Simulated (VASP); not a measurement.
Here is a VASP 6.6.1 calculation.

INCAR

```
SYSTEM = HfO2
PREC = Accurate
ENCUT = 520
EDIFF = 1E-6
ISMEAR = 0
SIGMA = 0.02
LREAL = .False.
LASPH = .True.
NELM = 60
ALGO = Normal
ISIF = 2
LWAVE = .False.
LCHARG = .True.
GGA = PS
LELF = .True.
LVHAR = .True.
NBANDS = 18
```

File KPOINTS:

```
regular mesh
0
Gamma
  8 8 8
  0 0 0
```

The input POSCAR:

```
HfO2
1.0
    0.0000000000      2.5488057613      2.5488057613
    2.5488057613      0.0000000000      2.5488057613
    2.5488057613      2.5488057613      0.0000000000
Hf O
1 2
Direct
    0.0000000000      0.0000000000      0.0000000000
    0.2500000000      0.2500000000      0.2500000000
    0.7500000000      0.7500000000      0.7500000000
```

Potentials or basis: VASP PAW PBE potentials, release 64 (Hf_pv, O).

The run is started by

```sh
$ cat potpaw_PBE.64/Hf_pv/POTCAR potpaw_PBE.64/O/POTCAR > POTCAR
$ mpirun -np 1 vasp_std > vasp.out
```

**Question.** Estimate the pressure.

**Answer.** -11.3 GPa.

**Question.** Estimate the band gap on the k mesh.

**Answer.** 3.63 eV, direct.

Caveat: the PAW data sets were made with another functional, which shifts forces and pressure a little; spin-orbit coupling is left out, which moves the levels of the heavy elements. A k mesh can miss the band edges.
